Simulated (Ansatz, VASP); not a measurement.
**Two plane-wave programs on WCl**

```
W Cl
1.0
     0.00000    2.52455    2.58266
     2.46150    0.00000    2.58266
     2.46150    2.52455    0.00000
W Cl
1 1
Direct
  0.00000 0.00000 0.00000
  0.50000 0.50000 0.50000
```

Change from the starting cell: species swapped into the HBr type (Fmmm, No. 69).

Alike in both runs: functional PBE; k mesh 6 × 6 × 6; occupations gaussian, width 0.2 eV; no spin polarisation.

Ansatz relaxed the structure, and its values are those at the end. VASP's run is a single point on that final structure, the one shown.

|  | VASP | Ansatz |
| --- | --- | --- |
| version | VASP 6.6.1 | Ansatz 0.2.0 |
| potentials or method | VASP PAW PBE potentials, release 64 (W_sv, Cl), cutoff 500 eV | scalar-relativistic, plane waves, PAW |
| valence electrons in the cell | 21 | 21 |

Ansatz gave:

```
gap on the k mesh at the Fermi level (eV) : none
pressure (GPa)                            : -0.1
```

Task: Which values does VASP return?

Result: gap on the k mesh at the Fermi level (eV): none; pressure (GPa): 0.8.

A gap of «none» marks a metal or a gap that the smearing closes.

Neither program's run includes spin-orbit coupling.
